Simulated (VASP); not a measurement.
# MoS2 (P6_3/mmc) in VASP: a series of runs

MoS2 is run at these levels: r2SCAN; tasks: single point.

Program: VASP 6.6.1. These are calculated values, not measurements. Logs are shortened: lines on timing, memory, paths and dates and some standing lists are left out, and cuts for length are marked.

### 1 The cell of the first run

It takes space group P6_3/mmc (No. 194, hexagonal). Conventional cell: a = 3.160 Å, b = 3.160 Å, c = 12.170 Å, α = 90.00°, β = 90.00°, γ = 120.00°. Within 3.2 Å of Mo (site symmetry -6m2) lie 6 S at 2.40 Å and 6 Mo at 3.16 Å. Within 3.2 Å of S (site symmetry 3m) lie 3 Mo at 2.40 Å and 7 S at 3.11 to 3.16 Å.

### 2 Single point, r2SCAN

POSCAR reads:

```
MoS2
1.0
    3.1596187646      0.0000000000      0.0000000000
   -1.5798093823      2.7363101164      0.0000000000
    0.0000000000      0.0000000000     12.1695827160
Mo S
2 4
Direct
    0.6666666667      0.3333333333      0.2499965113
    0.3333333333      0.6666666667      0.7500034887
    0.3333333333      0.6666666667      0.3777078733
    0.6666666667      0.3333333333      0.8777139223
    0.3333333333      0.6666666667      0.1222860777
    0.6666666667      0.3333333333      0.6222921267
```

INCAR.step1 reads:

```
SYSTEM = MoS2
ALGO = Normal
EDIFF = 1E-4
ENCUT = 520
GGA = PE
ISMEAR = 0
LASPH = .True.
LCHARG = .False.
LREAL = .False.
LWAVE = .True.
NBANDS = 35
NELM = 100
PREC = Accurate
SIGMA = 0.02
```

INCAR.step2 reads:

```
SYSTEM = MoS2
ALGO = Normal
EDIFF = 1E-7
ENCUT = 520
ISIF = 2
ISMEAR = 0
ISTART = 1
LASPH = .True.
LCHARG = .False.
LMIXTAU = .True.
LREAL = .False.
LWAVE = .False.
METAGGA = R2SCAN
NBANDS = 35
NELM = 100
PREC = Accurate
SIGMA = 0.02
```

KPOINTS reads:

```
k-points
0
Gamma
  12 12 2
  0 0 0
```

Potentials or basis: VASP PAW PBE potentials, release 64 (Mo_sv, S).

Command:

```bash
cat potpaw_PBE.64/Mo_sv/POTCAR potpaw_PBE.64/S/POTCAR > POTCAR
cp INCAR.step1 INCAR
mpirun -np 1 vasp_std > vasp.out
cp INCAR.step2 INCAR
mpirun -np 1 vasp_std > vasp.out
```

OUTCAR:

```text
SYSTEM = MoS2
   EDIFF = 1E-7
   ENCUT = 520
   ISIF = 2
   ISMEAR = 0
   ISTART = 1
   LASPH = .True.
   LREAL = .False.
   METAGGA = R2SCAN
   NELM = 100
   PREC = Accurate

 ion  position               nearest neighbor table
   1  0.667  0.333  0.250-   5 2.40   5 2.40   5 2.40   3 2.40   3 2.40   3 2.40
   2  0.333  0.667  0.750-   4 2.40   4 2.40   4 2.40   6 2.40   6 2.40   6 2.40
   3  0.333  0.667  0.378-   1 2.40   1 2.40   1 2.40
   4  0.667  0.333  0.878-   2 2.40   2 2.40   2 2.40
   5  0.333  0.667  0.122-   1 2.40   1 2.40   1 2.40
   6  0.667  0.333  0.622-   2 2.40   2 2.40   2 2.40

  LATTYP: Found a hexagonal cell.
 ALAT       =     3.1596187646
 C/A-ratio  =     3.8515984436

  Lattice vectors:

 A1 = (   3.1596187646,   0.0000000000,   0.0000000000)
 A2 = (  -1.5798093823,   2.7363101164,   0.0000000000)
 A3 = (   0.0000000000,   0.0000000000,  12.1695827160)

Analysis of symmetry for initial positions (statically):
=====================================================================
 Subroutine PRICEL returns:
 Original cell was already a primitive cell.

 Routine SETGRP: Setting up the symmetry group for a
 hexagonal supercell.

 Subroutine GETGRP returns: Found 12 space group operations
 (whereof 12 operations were pure point group operations)
 out of a pool of 24 trial point group operations.

The static configuration has the point symmetry D_3d.

Analysis of symmetry for dynamics (positions and initial velocities):
=====================================================================
 Subroutine PRICEL returns:
 Original cell was already a primitive cell.

 Routine SETGRP: Setting up the symmetry group for a
 hexagonal supercell.

 Subroutine GETGRP returns: Found 12 space group operations
 (whereof 12 operations were pure point group operations)
 out of a pool of 24 trial point group operations.

The dynamic configuration has the point symmetry D_3d.

 Subroutine INISYM returns: Found 12 space group operations
 (whereof 12 operations are pure point group operations),
 and found     1 'primitive' translations

----------------------------------------------------------------------------------------

                                     Primitive cell

  volume of cell :     105.2145

  direct lattice vectors                    reciprocal lattice vectors
     3.159618765  0.000000000  0.000000000     0.316493879  0.182727826  0.000000000
    -1.579809382  2.736310116  0.000000000     0.000000000  0.365455653  0.000000000
     0.000000000  0.000000000 12.169582716     0.000000000  0.000000000  0.082172086

  length of vectors
     3.159618765  3.159618765 12.169582716     0.365455653  0.365455653  0.082172086

  position of ions in fractional coordinates (direct lattice)
     0.666666667  0.333333333  0.249996511
     0.333333333  0.666666667  0.750003489
     0.333333333  0.666666667  0.377707873
     0.666666667  0.333333333  0.877713922
     0.333333333  0.666666667  0.122286078
     0.666666667  0.333333333  0.622292127

  ion indices of the primitive-cell ions
   primitive index   ion index
                 1           1
                 2           2
                 3           3
                 4           4
                 5           5
                 6           6

----------------------------------------------------------------------------------------

 KPOINTS: k-points

Automatic generation of k-mesh.
 Grid dimensions read from file:
 generate k-points for:   12   12    2

 Generating k-lattice:

  Cartesian coordinates                     Fractional coordinates (reciprocal lattice)
     0.026374490  0.015227319  0.000000000     0.083333333  0.000000000  0.000000000
     0.000000000  0.030454638  0.000000000     0.000000000  0.083333333  0.000000000
     0.000000000  0.000000000  0.041086043     0.000000000  0.000000000  0.500000000

  Length of vectors
     0.030454638  0.030454638  0.041086043

  Shift w.r.t. Gamma in fractional coordinates (k-lattice)
     0.000000000  0.000000000  0.000000000

 Subroutine IBZKPT returns following result:
 ===========================================

 Found     38 irreducible k-points:

 Following reciprocal coordinates:
            Coordinates               Weight
  0.000000  0.000000  0.000000      1.000000
  0.083333  0.000000  0.000000      6.000000
  0.166667  0.000000  0.000000      6.000000
  0.250000  0.000000  0.000000      6.000000
  0.333333  0.000000  0.000000      6.000000
  0.416667  0.000000  0.000000      6.000000
[... 16 lines left out ...]
  0.250000  0.000000  0.500000      6.000000
  0.333333  0.000000  0.500000      6.000000
 [... further k-points ...]
   k-points           NKPTS =     38   k-points in BZ     NKDIM =     38   number of bands    NBANDS=     35
   number of dos      NEDOS =    301   number of ions     NIONS =      6
   total plane-waves  NPLWV =  55296
   dimension x,y,z NGX =    24 NGY =   24 NGZ =   96
   dimension x,y,z NGXF=    48 NGYF=   48 NGZF=  192
   ions per type =               2   4
   NGX,Y,Z   is equivalent  to a cutoff of  12.63, 12.63, 13.11 a.u.
   NGXF,Y,Z  is equivalent  to a cutoff of  25.26, 25.26, 26.23 a.u.
 SYSTEM =  MoS2
   PREC   = accura    normal or accurate (medium, high low for compatibility)
   ISTART =      1    job   : 0-new  1-cont  2-samecut
   ICHARG =      0    charge: 1-file 2-atom 10-const
   ISPIN  =      1    spin polarized calculation?
   LNONCOLLINEAR =      F non collinear calculations
   LSORBIT =      F    spin-orbit coupling
   LASPH  =      T    aspherical Exc in radial PAW
   ENCUT  =  520.0 eV  38.22 Ry    6.18 a.u.   5.87  5.87 22.63*2*pi/ulx,y,z
   NELM   =    100;   NELMIN=  2; NELMDL=  0     # of ELM steps
   EDIFF  = 0.1E-06   stopping-criterion for ELM
   LREAL  =      F    real-space projection
   EDIFFG = 0.1E-05   stopping-criterion for IOM
   NSW    =      0    number of steps for IOM
   IBRION =     -1    ionic relax: 0-MD 1-quasi-New 2-CG
   NFREE  =      0    steps in history (QN), initial steepest desc. (CG)
   ISIF   =      2    stress and relaxation
   ISYM   =      2    0-nonsym 1-usesym 2-fastsym
   POTIM  = 0.5000    time-step for ionic-motion
   TEBEG  =    0.0;   TEEND  =   0.0 temperature during run
   PSTRESS=    0.0 pullay stress
   NELECT =      52.0000    total number of electrons
   NUPDOWN=      -1.0000    fix difference up-down
   EMIN   =  10.00;   EMAX   =-10.00  energy-range for DOS
   EFERMI =   0.00;   METHOD = LEGACY
   ISMEAR =     0;   SIGMA  =   0.02  broadening in eV -4-tet -1-fermi 0-gaus
   EFERMI_NEDOS =   21; number of points for ismear=-14 and -15
   IALGO  =     38    algorithm
   IMIX   =      4    mixing-type and parameters
     AMIX     =   0.40;   BMIX     =  1.00
     AMIX_MAG =   1.60;   BMIX_MAG =  1.00
  volume/ion in A,a.u.               =      17.54       118.34
  Fermi-wavevector in a.u.,A,eV,Ry     =   1.294347  2.445961 22.794304  1.675334
  Thomas-Fermi vector in A             =   2.425936
   LORBIT       =      0    0 simple, 1 ext, 2 COOP (PROOUT), +10 PAW based schemes
   METAGGA = R2SCAN    functional components
   LHFCALC =     F    Hartree Fock is set to
   AEXX    =    0.0000 exact exchange contribution
   IVDW    =     0    specifies the selected vdW correction
   LEPSILON=     F    determine dielectric tensor
   LRPA    =     F    only Hartree local field effects (RPA)
 non-spin polarized calculation
 Gauss-broadening in eV      SIGMA  =   0.02
  energy-cutoff  :      520.00
  volume of cell :      105.21
 maximum number of plane-waves:      2856
 NGX is ok and might be reduce to    24
   NGX = 11   NGY = 11   NGZ = 45

 number of electron      52.0000002 magnetization

 Free energy of the ion-electron system (eV)
  ---------------------------------------------------
  ext. energy  EPLUGINS =         0.00000000
  ---------------------------------------------------
  free energy    TOTEN  =       -90.01676195 eV

  energy without entropy =      -90.01676195  energy(sigma->0) =      -90.01676195

 E-fermi :   7.7899     XC(G=0): -11.6142

 val. band max:        7.6939569438   @ k =   0.0000   0.0000   0.0000
 cond. band min:       8.6390005410   @ k =   0.1667   0.1667   0.0000
 fundamental gap:      0.9450435972
 Fermi energy:         7.7898572732

 k-point     1 :       0.0000    0.0000    0.0000
  band No.  band energies     occupation
      1     -55.8506      2.00000
      2     -55.8506      2.00000
      3     -29.2822      2.00000
      4     -29.2821      2.00000
      5     -29.0448      2.00000
      6     -29.0448      2.00000
[... 27 lines left out ...]
     34      10.2598      0.00000
     35      13.7889      0.00000

 k-point     2 :       0.0833    0.0000    0.0000
  band No.  band energies     occupation
      1     -55.8475      2.00000
      2     -55.8475      2.00000
      3     -29.2762      2.00000
      4     -29.2761      2.00000
      5     -29.0746      2.00000
      6     -29.0746      2.00000
[... 27 lines left out ...]
     34      10.1481      0.00000
     35      14.2946      0.00000

 k-point     3 :       0.1667    0.0000    0.0000
  band No.  band energies     occupation
      1     -55.8391      2.00000
      2     -55.8391      2.00000
      3     -29.2597      2.00000
      4     -29.2596      2.00000
      5     -29.1553      2.00000
      6     -29.1553      2.00000
[... 27 lines left out ...]
     34      10.6181      0.00000
     35      15.3408      0.00000

 k-point     4 :       0.2500    0.0000    0.0000
  band No.  band energies     occupation
      1     -55.8276      2.00000
      2     -55.8276      2.00000
      3     -29.2640      2.00000
      4     -29.2640      2.00000
      5     -29.2372      2.00000
      6     -29.2371      2.00000
[... 27 lines left out ...]
     34      11.1256      0.00000
     35      15.6673      0.00000

 k-point     5 :       0.3333    0.0000    0.0000
  band No.  band energies     occupation
      1     -55.8161      2.00000
      2     -55.8161      2.00000
      3     -29.3710      2.00000
      4     -29.3710      2.00000
      5     -29.2145      2.00000
      6     -29.2144      2.00000
[... 638 lines left out ...]
 k-point    22 :       0.1667    0.0000    0.5000
  band No.  band energies     occupation
      1     -55.8391      2.00000
      2     -55.8391      2.00000
      3     -29.2597      2.00000
      4     -29.2597      2.00000
      5     -29.1553      2.00000
      6     -29.1553      2.00000
[... 27 lines left out ...]
     34      10.5531      0.00000
     35      15.4238      0.00000

 k-point    23 :       0.2500    0.0000    0.5000
  band No.  band energies     occupation
      1     -55.8276      2.00000
      2     -55.8276      2.00000
      3     -29.2640      2.00000
      4     -29.2640      2.00000
      5     -29.2371      2.00000
      6     -29.2371      2.00000
[... 27 lines left out ...]
     34      11.0008      0.00000
     35      15.5872      0.00000

 k-point    24 :       0.3333    0.0000    0.5000
  band No.  band energies     occupation
      1     -55.8161      2.00000
      2     -55.8161      2.00000
      3     -29.3710      2.00000
      4     -29.3710      2.00000
      5     -29.2145      2.00000
      6     -29.2145      2.00000
[... 27 lines left out ...]
     34      11.3214      0.00000
     35      14.8032      0.00000

 [... further k-points ...]
[... 5 lines left out ...]
  --------------------------------------------------------------------------------------
  -------------------------------------------------------------------------------------
  Total        2.0194606      2.0194606      1.9722979     -0.0000000     -0.0000000      0.0000000
  in kB       30.7517817     30.7517817     30.0336010     -0.0000000     -0.0000000      0.0000000
  external PRESSURE =      30.5123881 kB  Pullay stress =       0.0000000 kB

 VOLUME and BASIS-vectors are now :
 -----------------------------------------------------------------------------
  energy-cutoff  :      520.00
  volume of cell :      105.21
      direct lattice vectors                 reciprocal lattice vectors
     3.159618765  0.000000000  0.000000000     0.316493879  0.182727826  0.000000000
    -1.579809382  2.736310116  0.000000000     0.000000000  0.365455653  0.000000000
     0.000000000  0.000000000 12.169582716     0.000000000  0.000000000  0.082172086

 POSITION                                       TOTAL-FORCE (eV/Angst)
 -----------------------------------------------------------------------------------
      1.57981      0.91210      3.04235         0.000000      0.000000      0.000202
     -0.00000      1.82421      9.12723        -0.000000     -0.000000     -0.000202
     -0.00000      1.82421      4.59655         0.000000     -0.000000      0.005696
      1.57981      0.91210     10.68141         0.000000      0.000000      0.005794
     -0.00000      1.82421      1.48817        -0.000000     -0.000000     -0.005794
      1.57981      0.91210      7.57304        -0.000000      0.000000     -0.005696
 -----------------------------------------------------------------------------------
    total drift:                               -0.000000      0.000000      0.000000

  FREE ENERGIE OF THE ION-ELECTRON SYSTEM (eV)
  ---------------------------------------------------
  free  energy   TOTEN  =       -90.0167619469 eV

  energy  without entropy=      -90.0167619469  energy(sigma->0) =      -90.01676195
```

Wall time 3.4 min (1 thread of Intel Xeon 6975P-C (Granite Rapids), shared host); peak memory 0.3 GiB.

Results:

```yaml
Free_energy: -90.0168 eV
Pressure: 3.1 GPa
Largest_force: 0.006 eV/Å
Band_gap_on_the_k_mesh: 0.94 eV (least direct gap 1.78 eV)
```

Forces in eV/Å, atoms in the order of the input:
```
Mo   0.000  0.000  0.000
Mo   0.000  0.000  0.000
S    0.000  0.000  0.006
S    0.000  0.000  0.006
S    0.000  0.000 -0.006
S    0.000  0.000 -0.006
```

Levels at points of the mesh, in eV from the valence-band top:
```csv
k point,band 24,band 25,band 26,band 27,band 28,band 29
"(0.00, 0.00, 0.00)",-1.28,-1.24,0.00,2.20,2.20,2.23
"(0.50, 0.00, 0.00)",-1.75,-1.54,-1.40,1.66,1.72,2.08
"(0.00, 0.00, 0.50)",-2.40,-0.29,-0.29,2.20,2.20,2.20
"(0.50, 0.00, 0.50)",-1.86,-1.46,-1.46,1.69,1.69,2.23
```

Caveat: the cell stands under pressure; the PAW data sets were made with another functional, which shifts forces and pressure a little.

### 3 Single point, r2SCAN

This run uses another cell than the first one, of 12.57 Å³/atom.

POSCAR reads:

```
MoS2
1.0
    2.8889835446      0.0000000000      0.0000000000
   -1.4444917723      2.5019331407      0.0000000000
    0.0000000000      0.0000000000     10.4372972001
Mo S
2 4
Direct
    0.6666666667      0.3333333333      0.2500000000
    0.3333333333      0.6666666667      0.7500000000
    0.3333333333      0.6666666667      0.4007767179
    0.6666666667      0.3333333333      0.9007767179
    0.3333333333      0.6666666667      0.0992232821
    0.6666666667      0.3333333333      0.5992232821
```

INCAR.step1 reads:

```
SYSTEM = MoS2
PREC     = Accurate       ! precision mode
ENCUT    = 520            ! plane-wave cutoff, eV
ISMEAR   = 0              ! smearing method
SIGMA    = 0.1            ! smearing width, eV
LREAL    = .FALSE.        ! projectors in reciprocal space
LASPH    = .TRUE.         ! aspherical terms in the spheres
NELM     = 60             ! most SCF steps
NBANDS   = 35             ! bands
GGA      = PE             ! functional
ALGO     = Normal         ! electronic algorithm
EDIFF    = 1E-4           ! SCF threshold, eV
LWAVE    = .TRUE.         ! write WAVECAR
LCHARG   = .FALSE.        ! write CHGCAR
```

INCAR.step2 reads:

```
SYSTEM = MoS2
PREC     = Accurate       ! precision mode
ENCUT    = 520            ! plane-wave cutoff, eV
EDIFF    = 1E-6           ! SCF threshold, eV
ISMEAR   = 0              ! smearing method
SIGMA    = 0.1            ! smearing width, eV
LREAL    = .FALSE.        ! projectors in reciprocal space
LASPH    = .TRUE.         ! aspherical terms in the spheres
NELM     = 60             ! most SCF steps
ALGO     = Normal         ! electronic algorithm
ISIF     = 2              ! what is computed and relaxed
LWAVE    = .FALSE.        ! write WAVECAR
LCHARG   = .TRUE.         ! write CHGCAR
METAGGA  = R2SCAN         ! meta-GGA
LMIXTAU  = .TRUE.       
LELF     = .TRUE.         ! ELF
LVHAR    = .TRUE.       
NBANDS   = 35             ! bands
ISTART   = 1
```

KPOINTS reads:

```
Automatic mesh
0
G
  12 12 4
  0 0 0
```

Potentials or basis: VASP PAW PBE potentials, release 64 (Mo_sv, S).

Command:

```bash
cat potpaw_PBE.64/Mo_sv/POTCAR potpaw_PBE.64/S/POTCAR > POTCAR
cp INCAR.step1 INCAR
mpirun -np 1 vasp_std > vasp.out
cp INCAR.step2 INCAR
mpirun -np 1 vasp_std > vasp.out
```

Wall time 3.7 min (1 thread of Intel Xeon 6975P-C (Granite Rapids), shared host); peak memory 0.29 GiB.

Results (log left out):

- Free energy: -85.6491 eV
- Pressure: 60.2 GPa
- Largest force: 0.009 eV/Å
- Band gap on the k mesh: zero (bands 26 and 27 overlap by 0.89 eV)

Forces on the atoms (eV/Å):
```
Mo   0.000  0.000  0.000
Mo   0.000  0.000  0.000
S    0.000  0.000 -0.009
S    0.000  0.000 -0.009
S    0.000  0.000  0.009
S    0.000  0.000  0.009
```

Levels at points of the mesh, in eV from the Fermi level:
| k point | band 22 | band 23 | band 24 | band 25 | band 26 | band 27 | band 28 | band 29 | band 30 | band 31 |
| --- | --- | --- | --- | --- | --- | --- | --- | --- | --- | --- |
| (0.00, 0.00, 0.00) | -2.65 | -2.23 | -2.23 | 0.26 | 0.63 | 1.80 | 1.80 | 2.30 | 2.30 | 2.48 |
| (0.50, 0.00, 0.00) | -3.29 | -2.82 | -2.35 | -2.06 | -1.15 | 2.06 | 2.41 | 2.60 | 2.63 | 3.17 |
| (0.00, 0.00, 0.50) | -2.44 | -2.44 | -2.44 | 0.51 | 0.51 | 2.07 | 2.07 | 2.07 | 2.07 | 2.80 |
| (0.50, 0.00, 0.50) | -3.97 | -2.17 | -2.17 | -2.00 | -2.00 | 2.42 | 2.42 | 2.79 | 2.79 | 3.92 |

Caveat: the cell stands under pressure; the PAW data sets were made with another functional, which shifts forces and pressure a little.

[end of part 1 of 2]

The gap in the log of VASP goes by the Fermi energy; the results here count the filled bands.